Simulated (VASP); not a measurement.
Wanted: the native input for a VASP 6.6.1 run.

```yaml
Task: single point
Functional: PBE
Potentials_or_basis: VASP PAW PBE potentials, release 64 (Ag_sv_GW, Cl)
Cutoff: 630 eV
k_mesh: 8 × 8 × 8
Occupations: fermi-dirac, width 0.02 eV
Spin: no spin polarisation
Dipole_correction: no
Further_INCAR_settings: ALGO = Normal; EDIFF = 1e-06; NBANDS = 20
```

The structure of AgCl lies in POSCAR:

```
AgCl
1.0
    3.5439752393      0.0000000000      0.0000000000
    0.0000000000      3.5439752393      0.0000000000
    0.0000000000      0.0000000000      3.3955880419
Ag Cl
1 1
Direct
    0.0000000000      0.0000000000      0.0000000000
    0.5000000000      0.5000000000      0.5000000000
```

This cell differs from its parent crystal: biaxial xy strain +4.4%.

These files were run (other wordings do the same):

INCAR

```
SYSTEM = AgCl
  PREC = Accurate
  ENCUT = 630
  EDIFF = 1E-6
  ISMEAR = -1
  SIGMA = 0.02
  LREAL = .False.
  LASPH = .True.
  NELM = 120
  ALGO = Normal
  ISIF = 2
  LWAVE = .False.
  LCHARG = .False.
  GGA = PE
  NBANDS = 20
  GGA_COMPAT = .False.
```

KPOINTS

```
Automatic mesh
0
Gamma
  8 8 8
  0 0 0
```

Potentials or basis: VASP PAW PBE potentials, release 64 (Ag_sv_GW, Cl).

Launch:

```sh
$ cat potpaw_PBE.64/Ag_sv_GW/POTCAR potpaw_PBE.64/Cl/POTCAR > POTCAR
$ mpirun -np 1 vasp_std > vasp.out
```

It gave:

| Item | Value |
| --- | --- |
| Pressure | -2.4 GPa |
| Band gap on the k mesh | 0.49 eV (least direct gap 1.64 eV) |

Caveat: the cell differs from its parent crystal (biaxial xy strain +4.4%); the structure was generated, so it needn't be the stable form of AgCl; semilocal functionals underestimate gaps, and a narrow one can read as zero.

It took 29 s on 1 thread of AMD EPYC 9R45 (Zen 5), on a shared host, peak memory 0.21 GiB.
